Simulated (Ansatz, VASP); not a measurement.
# Two plane-wave programs on MgHgSe2

Contents of POSCAR:

```
MgHgSe2
1.0
    4.2257983786      0.0000000000      0.0000000000
    0.0000000000      4.2257983786      0.0000000000
    0.0000000000      0.0000000000      5.8632615391
Mg Se Hg
1 2 1
Direct
    0.0000000000      0.0000000000      0.0000000000
    0.0000000000      0.5000000000      0.2354752525
    0.5000000000      0.0000000000      0.7645247475
    0.5000000000      0.5000000000      0.5000000000
```

Contents of INCAR.step1:

```
SYSTEM = MgHgSe2
ALGO = Normal
EDIFF = 1E-4
ENCUT = 520
GGA = PE
ISMEAR = 0
LASPH = .True.
LCHARG = .False.
LREAL = .False.
LWAVE = .True.
NBANDS = 21
NELM = 100
PREC = Accurate
SIGMA = 0.01
```

The input INCAR.step2:

```
SYSTEM = MgHgSe2
ALGO = Normal
EDIFF = 1E-6
ENCUT = 520
ISIF = 2
ISMEAR = 0
ISTART = 1
LASPH = .True.
LCHARG = .False.
LMIXTAU = .True.
LREAL = .False.
LWAVE = .False.
METAGGA = R2SCAN
NBANDS = 21
NELM = 100
PREC = Accurate
SIGMA = 0.01
```

File KPOINTS:

```
k-points
0
Gamma
  6 6 4
  0 0 0
```

Input for Ansatz:

```yaml
crystal:
  lattice:
    - [4.2257983786, 0.0, 0.0]
    - [0.0, 4.2257983786, 0.0]
    - [0.0, 0.0, 5.8632615391]
  atoms:
    - { symbol: Mg, position: [0.0, 0.0, 0.0] }
    - { symbol: Se, position: [0.0, 0.5, 0.2354752525] }
    - { symbol: Hg, position: [0.5, 0.5, 0.5] }
    - { symbol: Se, position: [0.5, 0.0, 0.7645247475] }
kpoints:
  mp_grid: { grid: [6, 6, 4] }
hamiltonian:
  xc: r2scan
scf:
  occupations: { method: fixed }
  n_extra_bands: 5
output:
  forces: true
  stress: true
  eigenvalues: true
```

Alike in both runs: task single point; functional r2SCAN; k mesh 6 × 6 × 4; no spin polarisation.

```csv
,VASP,Ansatz
version,VASP 6.6.1,Ansatz 0.2.0
potentials or method,"VASP PAW PBE potentials, release 64 (Mg, Se, Hg)","plane waves, PAW"
plane-wave cutoff (eV),520,500
occupations,"gaussian, width 0.01 eV",fixed
valence electrons in the cell,26,62
```

```csv
,VASP,Ansatz,Ansatz less VASP
gap on the k mesh at the Fermi level (eV),1.18,1.18,+0.005
pressure (GPa),3.6,3.5,-0.05
rms of the force components (eV/Å),0.054,0.031,-0.0231
```

VASP's potentials were made for PBE, not for r2SCAN. VASP's potentials hold 26 valence electrons a cell and Ansatz's 62, so a difference there can come from the potentials and not from the codes.

Neither program's run includes spin-orbit coupling.
